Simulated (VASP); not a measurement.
Write the native input for VASP 6.6.1 that does the following.

* Task: single point
* Functional: PBE
* Dispersion: D3(BJ)
* Potentials or basis: VASP PAW PBE potentials, release 64 (Al)
* Cutoff: 520 eV
* k mesh: 26 × 26 × 26
* Occupations: gaussian, width 0.15 eV
* Spin: no spin polarisation
* Dipole correction: no
* Further INCAR settings: ALGO = Fast; EDIFF = 1e-06; NBANDS = 8

The structure of Al lies in POSCAR:

```
Al
1.0
   -0.0199136283      1.9913628292      1.9913628292
    1.9913628292     -0.0199136283      1.9913628292
    1.9714492009      1.9714492009      0.0000000000
Al
1
Direct
    0.0000000000      0.0000000000      0.0000000000
```

This cell differs from its parent crystal: strain -0.0200 x Voigt [0, 0, 0, 0, 0, 1].

The input as run:

INCAR

```
SYSTEM = Al
PREC = Accurate ; ENCUT = 520
EDIFF = 1E-6 ; ISMEAR = 0
SIGMA = 0.15 ; LREAL = .FALSE.
LASPH = .TRUE. ; NELM = 100
ALGO = Fast ; ISIF = 2
LWAVE = .FALSE. ; LCHARG = .FALSE.
GGA = PE ; IVDW = 12
NBANDS = 8
```

KPOINTS

```
regular mesh
0
G
  26 26 26
  0 0 0
```

Potentials or basis: VASP PAW PBE potentials, release 64 (Al).

Run with:

```sh
$ cat potpaw_PBE.64/Al/POTCAR > POTCAR
$ mpirun -np 1 vasp_std > vasp.out
```

Results of the run:

The pressure is 0.0 GPa. The dispersion energy per atom is -0.352 eV.

Caveat: the cell differs from its parent crystal (strain -0.0200 x Voigt [0, 0, 0, 0, 0, 1]); pairwise dispersion overbinds metals, which lowers pressure and volume.

Wall time 2.8 min on 1 thread of Intel Xeon 6975P-C, on a shared host, peak memory 0.38 GiB.
